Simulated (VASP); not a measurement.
# BP (I-4m2) in VASP: notebook

The runs below take BP through single point, with r2SCAN.

Program: VASP 6.6.1. These are calculated values, not measurements. Logs are shortened: lines on timing, memory, paths and dates and some standing lists are left out, and cuts for length are marked.

## 1. The cell of the first run

Symmetry: I-4m2, No. 119, tetragonal system. The conventional cell has a = 3.299 Å, b = 3.299 Å, c = 4.293 Å, α = 90.00°, β = 90.00°, γ = 90.00°. B (site symmetry -4m2) has 4 P at 1.97 Å within 2.6 Å. P (site symmetry -4m2) has 4 B at 1.97 Å within 2.6 Å.

## 2. Single point, r2SCAN

POSCAR reads:

```
BP
1.0
    0.0000000000      2.3329488668      2.1463129575
    2.3329488668      0.0000000000      2.1463129575
    2.3329488668      2.3329488668      0.0000000000
B P
1 1
Direct
    0.0000000000      0.0000000000      0.0000000000
    0.7500000000      0.7500000000      0.7500000000
```

INCAR.step1 reads:

```
PREC = Accurate
ENCUT = 520
ISMEAR = 0
SIGMA = 0.05
LREAL = F
LASPH = T
NELM = 100
NBANDS = 11
GGA = PE
ALGO = Normal
EDIFF = 1E-4
LWAVE = T
LCHARG = F
```

INCAR.step2 reads:

```
PREC = Accurate
ENCUT = 520
EDIFF = 1E-6
ISMEAR = 0
SIGMA = 0.05
LREAL = F
LASPH = T
NELM = 100
ALGO = Normal
ISIF = 2
LWAVE = F
LCHARG = F
METAGGA = R2SCAN
LMIXTAU = T
NBANDS = 11
ISTART = 1
```

KPOINTS reads:

```
regular mesh
0
Gamma
  8 8 8
```

Potentials or basis: VASP PAW PBE potentials, release 64 (B, P).

Started as:

```console
cat potpaw_PBE.64/B/POTCAR potpaw_PBE.64/P/POTCAR > POTCAR
cp INCAR.step1 INCAR
mpirun -np 1 vasp_std > vasp.out
cp INCAR.step2 INCAR
mpirun -np 1 vasp_std > vasp.out
```

OUTCAR:

```text
PREC = Accurate
   ENCUT = 520
   EDIFF = 1E-6
   ISMEAR = 0
   LREAL = F
   LASPH = T
   NELM = 100
   ISIF = 2
   METAGGA = R2SCAN
   ISTART = 1

 ion  position               nearest neighbor table
   1  0.000  0.000  0.000-   2 1.97   2 1.97   2 1.97   2 1.97
   2  0.750  0.750  0.750-   1 1.97   1 1.97   1 1.97   1 1.97

  LATTYP: Found a body centered tetragonal cell.
 ALAT       =     3.2992879278
 C/A-ratio  =     1.3010764774

  Lattice vectors:

 A1 = (   0.0000000000,  -2.3329488668,  -2.1463129575)
 A2 = (   0.0000000000,   2.3329488668,  -2.1463129575)
 A3 = (   2.3329488668,   0.0000000000,   2.1463129575)

Analysis of symmetry for initial positions (statically):
=====================================================================
 Subroutine PRICEL returns:
 Original cell was already a primitive cell.

 Routine SETGRP: Setting up the symmetry group for a
 body centered tetragonal supercell.

 Subroutine GETGRP returns: Found  8 space group operations
 (whereof  8 operations were pure point group operations)
 out of a pool of 16 trial point group operations.

The static configuration has the point symmetry D_2d.

Analysis of symmetry for dynamics (positions and initial velocities):
=====================================================================
 Subroutine PRICEL returns:
 Original cell was already a primitive cell.

 Routine SETGRP: Setting up the symmetry group for a
 body centered tetragonal supercell.

 Subroutine GETGRP returns: Found  8 space group operations
 (whereof  8 operations were pure point group operations)
 out of a pool of 16 trial point group operations.

The dynamic configuration has the point symmetry D_2d.

 Subroutine INISYM returns: Found  8 space group operations
 (whereof  8 operations are pure point group operations),
 and found     1 'primitive' translations

----------------------------------------------------------------------------------------

                                     Primitive cell

  volume of cell :      23.3633

  direct lattice vectors                    reciprocal lattice vectors
     0.000000000  2.332948867  2.146312958    -0.214321028  0.214321028  0.232957639
     2.332948867  0.000000000  2.146312958     0.214321028 -0.214321028  0.232957639
     2.332948867  2.332948867  0.000000000     0.214321028  0.214321028 -0.232957639

  length of vectors
     3.170064625  3.170064625  3.299287928     0.382277737  0.382277737  0.382277737

[... 81 lines left out ...]
   LREAL  =      F    real-space projection
   EDIFFG = 0.1E-04   stopping-criterion for IOM
   NSW    =      0    number of steps for IOM
   IBRION =     -1    ionic relax: 0-MD 1-quasi-New 2-CG
   NFREE  =      0    steps in history (QN), initial steepest desc. (CG)
   ISIF   =      2    stress and relaxation
   ISYM   =      2    0-nonsym 1-usesym 2-fastsym
   POTIM  = 0.5000    time-step for ionic-motion
   TEBEG  =    0.0;   TEEND  =   0.0 temperature during run
   PSTRESS=    0.0 pullay stress
   NELECT =       8.0000    total number of electrons
   NUPDOWN=      -1.0000    fix difference up-down
   EMIN   =  10.00;   EMAX   =-10.00  energy-range for DOS
   EFERMI =   0.00;   METHOD = LEGACY
   ISMEAR =     0;   SIGMA  =   0.05  broadening in eV -4-tet -1-fermi 0-gaus
   EFERMI_NEDOS =   21; number of points for ismear=-14 and -15
   IALGO  =     38    algorithm
   IMIX   =      4    mixing-type and parameters
     AMIX     =   0.40;   BMIX     =  1.00
     AMIX_MAG =   1.60;   BMIX_MAG =  1.00
  volume/ion in A,a.u.               =      11.68        78.83
  Fermi-wavevector in a.u.,A,eV,Ry     =   1.145320  2.164342 17.847562  1.311759
  Thomas-Fermi vector in A             =   2.282009
   LORBIT       =      0    0 simple, 1 ext, 2 COOP (PROOUT), +10 PAW based schemes
   METAGGA = R2SCAN    functional components
   LHFCALC =     F    Hartree Fock is set to
   AEXX    =    0.0000 exact exchange contribution
   IVDW    =     0    specifies the selected vdW correction
   LEPSILON=     F    determine dielectric tensor
   LRPA    =     F    only Hartree local field effects (RPA)
 non-spin polarized calculation
 Gauss-broadening in eV      SIGMA  =   0.05
  energy-cutoff  :      520.00
  volume of cell :       23.36
 maximum number of plane-waves:       640
   NGX = 11   NGY = 11   NGZ = 13

 number of electron       8.0000000 magnetization

 Free energy of the ion-electron system (eV)
  ---------------------------------------------------
  ext. energy  EPLUGINS =         0.00000000
  ---------------------------------------------------
  free energy    TOTEN  =       -17.21925824 eV

  energy without entropy =      -17.21925411  energy(sigma->0) =      -17.21925618

 E-fermi :   8.0244     XC(G=0): -11.5068

 val. band max:        7.9332994043   @ k =   0.0000   0.0000   0.0000
 cond. band min:       8.1236877032   @ k =   0.3750   0.3750   0.0000
 fundamental gap:      0.1903882989
 Fermi energy:         8.0244077508

 k-point     1 :       0.0000    0.0000    0.0000
  band No.  band energies     occupation
      1      -8.8602      2.00000
      2       7.1413      2.00000
      3       7.1414      2.00000
      4       7.9333      1.99003
      5      10.7305      0.00000
      6      11.2609      0.00000
      7      11.2609      0.00000
      8      15.3196      0.00000
      9      18.9312      0.00000
     10      19.8215      0.00000
     11      20.9074      0.00000
[... 309 lines left out ...]
 k-point    24 :       0.3750    0.0000    0.1250
  band No.  band energies     occupation
      1      -6.6438      2.00000
      2       0.5578      2.00000
      3       4.5589      2.00000
      4       5.3597      2.00000
      5      11.4378      0.00000
      6      12.7848      0.00000
      7      14.5525      0.00000
      8      16.1889      0.00000
      9      20.3812      0.00000
     10      21.4856      0.00000
     11      23.0999      0.00000

 [... further k-points ...]
[... 5 lines left out ...]
  --------------------------------------------------------------------------------------
  -------------------------------------------------------------------------------------
  Total       -1.1482700     -1.1482700      1.9662334      0.0000000     -0.0000000      0.0000000
  in kB      -78.7446585    -78.7446585    134.8379553      0.0000000     -0.0000000      0.0000000
  external PRESSURE =      -7.5504539 kB  Pullay stress =       0.0000000 kB

 VOLUME and BASIS-vectors are now :
 -----------------------------------------------------------------------------
  energy-cutoff  :      520.00
  volume of cell :       23.36
      direct lattice vectors                 reciprocal lattice vectors
     0.000000000  2.332948867  2.146312958    -0.214321028  0.214321028  0.232957639
     2.332948867  0.000000000  2.146312958     0.214321028 -0.214321028  0.232957639
     2.332948867  2.332948867  0.000000000     0.214321028  0.214321028 -0.232957639

 POSITION                                       TOTAL-FORCE (eV/Angst)
 -----------------------------------------------------------------------------------
      0.00000      0.00000      0.00000        -0.000000     -0.000000      0.000000
      3.49942      3.49942      3.21947         0.000000      0.000000     -0.000000
 -----------------------------------------------------------------------------------
    total drift:                                0.000007      0.000007      0.000062

  FREE ENERGIE OF THE ION-ELECTRON SYSTEM (eV)
  ---------------------------------------------------
  free  energy   TOTEN  =       -17.2192582422 eV

  energy  without entropy=      -17.2192541134  energy(sigma->0) =      -17.21925618
```

OSZICAR.step1:

```text
N       E                     dE             d eps       ncg     rms          rms(c)
DAV:   1     0.931961341676E+01    0.93196E+01   -0.39830E+03  1298   0.655E+02
DAV:   2    -0.129232002607E+02   -0.22243E+02   -0.21223E+02  1668   0.109E+02
DAV:   3    -0.135397246517E+02   -0.61652E+00   -0.61510E+00  1652   0.162E+01
DAV:   4    -0.135421573340E+02   -0.24327E-02   -0.24325E-02  1480   0.118E+00
DAV:   5    -0.135421703759E+02   -0.13042E-04   -0.13042E-04  1604   0.871E-02    0.717E+00
DAV:   6    -0.129412902472E+02    0.60088E+00   -0.13908E+00  1472   0.507E+00    0.386E+00
DAV:   7    -0.128525404536E+02    0.88750E-01   -0.22420E-01  1636   0.236E+00    0.134E+00
DAV:   8    -0.128446256168E+02    0.79148E-02   -0.26444E-02  1519   0.922E-01    0.197E-01
DAV:   9    -0.128449281987E+02   -0.30258E-03   -0.70095E-04  1515   0.179E-01    0.127E-01
DAV:  10    -0.128451146545E+02   -0.18646E-03   -0.24428E-04  1479   0.984E-02    0.294E-02
DAV:  11    -0.128451239846E+02   -0.93301E-05   -0.96863E-06   721   0.210E-02
   1 F= -.12845124E+02 E0= -.12845067E+02  d E =-.114418E-03
```

It took 40 s on 1 thread of Intel Xeon Platinum 8259CL at 2.50GHz (Skylake/Cascade Lake), shared host; peak memory 0.15 GiB.

Results:

| Quantity | Value |
| --- | --- |
| Free energy | -17.2193 eV |
| Pressure | -0.8 GPa |
| Band gap on the k mesh | 0.19 eV, indirect (least direct gap 2.80 eV) |

Stress tensor (GPa, compression positive):
```
-7.87  0.00  0.00
 0.00 -7.87  0.00
 0.00  0.00 13.48
```

Caveat: the PAW data sets were made with another functional, which shifts forces and pressure a little. A k mesh can miss the band edges.

## 3. Single point, r2SCAN

This run uses another cell than the first one, of the same volume but with other edges.

POSCAR reads:

```
BP
1.0
    0.0000000000      2.1980467957      2.4178514752
    2.1980467957      0.0000000000      2.4178514752
    2.1980467957      2.1980467957      0.0000000000
B P
1 1
Direct
    0.0000000000      0.0000000000      0.0000000000
    0.7500000000      0.7500000000      0.7500000000
```

INCAR.step1 reads:

```
PREC     = Accurate       # precision mode
ENCUT    = 520            # plane-wave cutoff, eV
ISMEAR   = 0              # smearing method
SIGMA    = 0.05           # smearing width, eV
LREAL    = F              # projectors in reciprocal space
LASPH    = T              # aspherical terms in the spheres
NELM     = 100            # most SCF steps
NBANDS   = 11             # bands
GGA      = PE             # functional
ALGO     = Normal         # electronic algorithm
EDIFF    = 1E-4           # SCF threshold, eV
LWAVE    = T              # write WAVECAR
LCHARG   = F              # write CHGCAR
```

INCAR.step2 reads:

```
PREC     = Accurate       # precision mode
ENCUT    = 520            # plane-wave cutoff, eV
EDIFF    = 1E-6           # SCF threshold, eV
ISMEAR   = 0              # smearing method
SIGMA    = 0.05           # smearing width, eV
LREAL    = F              # projectors in reciprocal space
LASPH    = T              # aspherical terms in the spheres
NELM     = 100            # most SCF steps
ALGO     = Normal         # electronic algorithm
ISIF     = 2              # what is computed and relaxed
LWAVE    = F              # write WAVECAR
LCHARG   = T              # write CHGCAR
METAGGA  = R2SCAN         # meta-GGA
LMIXTAU  = T            
LELF     = T              # ELF
LVHAR    = T            
NBANDS   = 11             # bands
ISTART   = 1
```

KPOINTS is that of step 2.

Potentials or basis: VASP PAW PBE potentials, release 64 (B, P).

Started as:

```console
cat potpaw_PBE.64/B/POTCAR potpaw_PBE.64/P/POTCAR > POTCAR
cp INCAR.step1 INCAR
mpirun -np 1 vasp_std > vasp.out
cp INCAR.step2 INCAR
mpirun -np 1 vasp_std > vasp.out
```

Run time: 35 s. Hardware: 1 thread of Intel Xeon Platinum 8259CL at 2.50GHz (Skylake/Cascade Lake), shared host; peak memory 0.14 GiB.

Results (log left out):

* Free energy: -17.1713 eV
* Pressure: -0.7 GPa
* Band gap on the k mesh: 0.71 eV, indirect (least direct gap 3.13 eV)

Stress tensor (GPa, compression positive):
```
  9.62   0.00   0.00
  0.00   9.62   0.00
  0.00   0.00 -21.34
```

Levels at points of the mesh, in eV from the valence-band top:
```
           k point  band 2  band 3  band 4  band 5  band 6  band 7
(0.00, 0.00, 0.00)   -1.11    0.00    0.00    3.13    3.13    3.69
(0.50, 0.00, 0.00)   -9.87   -2.92   -1.54    2.80    5.15    5.18
(0.50, 0.50, 0.00)  -10.06   -3.99   -3.99    1.92    2.51   12.65
(0.50, 0.00, 0.50)   -9.20   -5.13   -4.91    0.84    1.09   11.30
```

Caveat: the PAW data sets were made with another functional, which shifts forces and pressure a little.
